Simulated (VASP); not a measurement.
A run of VASP 6.6.1:

File INCAR:

```
SYSTEM = C
PREC = Accurate ; ENCUT = 520
EDIFF = 1E-6 ; ISMEAR = 0
SIGMA = 0.2 ; LREAL = .False.
LASPH = .True. ; NELM = 100
ALGO = Normal ; ISIF = 2
LWAVE = .False. ; LCHARG = .True.
GGA = PE ; LELF = .True.
LVHAR = .True. ; NBANDS = 26
```

Contents of KPOINTS:

```
Automatic mesh
0
Gamma
  6 6 6
  0 0 0
```

File POSCAR:

```
C
1.0
   -2.5387807856      2.5387807856      0.0000000000
    2.5387807856      2.5387807856      0.0000000000
    1.2693903928     -1.2693903928     -4.3262585396
C
8
Direct
    0.4138297474      0.5000000000      0.8276594948
    0.9138297474      0.0000000000      0.8276594948
    0.9138297474      0.2500000000      0.3276594948
    0.4138297474      0.7500000000      0.3276594948
    0.0861702526      0.0000000000      0.1723405052
    0.5861702526      0.5000000000      0.1723405052
    0.0861702526      0.2500000000      0.6723405052
    0.5861702526      0.7500000000      0.6723405052
```

Potentials or basis: VASP PAW PBE potentials, release 64 (C).

Run with:

```bash
$ cat potpaw_PBE.64/C/POTCAR > POTCAR
$ mpirun -np 1 vasp_std > vasp.out
```

Hardware: 1 thread of Intel(R) Xeon(R) 6975P-C (Granite Rapids) (shared host).

**Question.** Estimate the wall time of this run.

**Answer.** Run time: 28 s on 1 thread of Intel(R) Xeon(R) 6975P-C (Granite Rapids), on a shared host, peak memory 0.19 GiB. Counts: scf iterations 11, k points 52.
